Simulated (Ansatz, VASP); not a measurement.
# Two plane-wave programs on NiH3

```
CELL_PARAMETERS angstrom
2.66684 0.00000 0.00000
0.00000 2.66684 0.00000
0.00000 0.00000 2.66684
ATOMIC_POSITIONS crystal
Ni 0.00000 0.00000 0.00000
H 0.00000 0.50000 0.50000
H 0.50000 0.00000 0.50000
H 0.50000 0.50000 0.00000
```

Alike in both runs: functional PBE; k mesh 6 × 6 × 6; occupations gaussian, width 0.1 eV; collinear spin.

Ansatz relaxed the structure, and its values are those at the end. VASP's run is a single point on that final structure, the one shown.

|  | VASP | Ansatz |
| --- | --- | --- |
| version | VASP 6.6.1 | Ansatz 0.2.0 |
| potentials or method | VASP PAW PBE potentials, release 64 (Ni, H), cutoff 520 eV | scalar-relativistic, plane waves, PAW |
| valence electrons in the cell | 13 | 21 |

|  | VASP | Ansatz | Ansatz less VASP |
| --- | --- | --- | --- |
| gap on the k mesh at the Fermi level (eV) | none | none | - |
| pressure (GPa) | -0.3 | -0.1 | +0.25 |
| net moment per atom (μB) | 0.00 | 0.00 | 0.000 |

A gap of «none» marks a metal or a gap that the smearing closes. With one functional, cell and mesh, what is left measures potentials, basis and numerics. VASP's potentials hold 13 valence electrons a cell and Ansatz's 21, so a difference there can come from the potentials and not from the codes. Ansatz's warnings: seeded moment not kept.

The k mesh is coarse, so the values compare programs but aren't converged.
